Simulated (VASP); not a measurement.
TiSi2: single point with PBEsol

Crystal: TiSi2.

```xyz
3
Lattice="-1.4729 1.7121 4.2121 1.4729 -1.7121 4.2121 1.4729 1.7121 -4.2121" Properties=species:S:1:pos:R:3 pbc="T T T"
Ti    0.0000    0.0000    0.0000
Si    0.0000    0.0000    5.6448
Si    0.0000    0.0000    2.7793
```

```yaml
Program: VASP 6.6.1
Task: single point
Functional: PBEsol
Potentials_or_basis: VASP PAW PBE potentials, release 64 (Ti_sv, Si)
Cutoff: 520 eV
k_mesh: 12 × 12 × 12
Occupations: fermi-dirac, width 0.05 eV
Spin: no spin polarisation
```

* Pressure: -3.5 GPa
* Largest force: 0.067 eV/Å
* Band gap on the k mesh: zero (band 10 reaches 11.24 eV, above the bottom of band 11 at 8.91 eV)

Forces on the atoms (eV/Å):
```
Ti   0.000  0.000  0.000
Si   0.000  0.000 -0.067
Si   0.000  0.000  0.067
```

Stress tensor (GPa, compression positive):
```
-2.85  0.00  0.00
 0.00 -3.59  0.00
 0.00  0.00 -4.12
```

Levels at points of the mesh, in eV from the Fermi level:
| k point | band 6 | band 7 | band 8 | band 9 | band 10 | band 11 | band 12 | band 13 | band 14 | band 15 |
| --- | --- | --- | --- | --- | --- | --- | --- | --- | --- | --- |
| (0.00, 0.00, 0.00) | -4.74 | -4.12 | -2.14 | -0.63 | 0.76 | 2.04 | 2.40 | 3.15 | 3.77 | 4.08 |
| (0.50, 0.00, 0.00) | -9.10 | -4.32 | -3.75 | -0.69 | 0.95 | 2.04 | 2.58 | 3.52 | 4.03 | 5.51 |
| (0.00, 0.50, 0.00) | -8.12 | -3.59 | -3.38 | -0.93 | -0.44 | 0.97 | 2.80 | 3.37 | 4.01 | 4.25 |
| (0.50, 0.50, 0.00) | -5.28 | -5.05 | -4.65 | -2.89 | -1.30 | -0.64 | 2.74 | 2.91 | 3.12 | 3.50 |
| (0.50, 0.50, 0.50) | -8.82 | -1.29 | -1.27 | -0.35 | 0.45 | 1.97 | 2.46 | 2.48 | 3.70 | 3.81 |

Run time: 2.5 min on 1 thread of Intel(R) Xeon(R) Platinum 8559C (Emerald Rapids), on a shared host, peak memory 0.34 GiB.

Caveat: the PAW data sets were made with another functional, which shifts forces and pressure a little.
